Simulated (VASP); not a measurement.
Crystal: Nb.

```
Nb
1.0
    -1.65020    1.65020    1.65020
     1.65020   -1.65020    1.65020
     1.65020    1.65020   -1.65020
Nb
1
Direct
  0.00000 0.00000 0.00000
```

```yaml
Program: VASP 6.6.1
Task: relaxation of cell and atoms
Functional: RPBE
Potentials_or_basis: VASP PAW PBE potentials, release 64 (Nb_sv)
Cutoff: 600 eV
k_mesh: 13 × 13 × 13
Occupations: fermi-dirac, width 0.05 eV
Spin: collinear spin, ferromagnetic start
Starting_moments: "[1.0] μB"
```

At the start: pressure 3.6 GPa; volume 17.98 Å³/atom.

Task: How do energy, volume and symmetry change on relaxing?

Result: Over 3 steps the energy falls by 4.3 meV/atom and the volume is 18.37 Å³/atom (+2.2 %); space group Im-3m (No. 229, to 0.05 Å); moment 0.00 μB per cell.

Step by step:
| step | energy change (eV) | largest force (eV/Å) | pressure (GPa) | volume (Å³) |
| --- | --- | --- | --- | --- |
| 1 | 0.0000 | 0.0000 | 3.62 | 17.98 |
| 2 | 0.0080 | 0.0000 | -5.58 | 19.05 |
| 3 | -0.0043 | 0.0000 | -0.06 | 18.37 |

Final structure:
```
Nb
1.0
    -1.66212    1.66212    1.66212
     1.66212   -1.66212    1.66212
     1.66212    1.66212   -1.66212
Nb
1
Direct
  0.00000 0.00000 0.00000
```

Caveat: the PAW data sets were made with another functional, which shifts forces and pressure a little.
